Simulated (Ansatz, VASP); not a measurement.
# Sn in VASP and in Ansatz

```
Sn
1.0
     5.26564    0.00000    0.00000
    -2.63282    4.56018    0.00000
     0.00000    0.00000    3.20636
Sn
3
Direct
  0.00000 0.00000 0.00000
  0.33333 0.66667 0.50000
  0.66667 0.33333 0.50000
```

Alike in both runs: functional LDA; k mesh 7 × 7 × 10; occupations fermi-dirac, width 0.1 eV; no spin polarisation.

Ansatz relaxed the structure, and its values are those at the end. VASP's run is a single point on that final structure, the one shown.

|  | VASP | Ansatz |
| --- | --- | --- |
| version | VASP 6.6.1 | Ansatz 0.2.0 |
| potentials or method | VASP PAW LDA potentials, release 64 (Sn_d), cutoff 520 eV | plane waves (420 eV) with PAW, scalar-relativistic |
| valence electrons in the cell | 42 | 42 |

Ansatz gave:

| Quantity | Value |
| --- | --- |
| pressure (GPa) | 0.0 |

Task: Estimate VASP's values.

Result: Pressure (GPa): 0.1.

Ansatz warns that its potentials were made for another functional, while VASP's fit it. LDA's correlation is that of Perdew and Zunger in VASP and of Perdew and Wang (1992) in Ansatz.
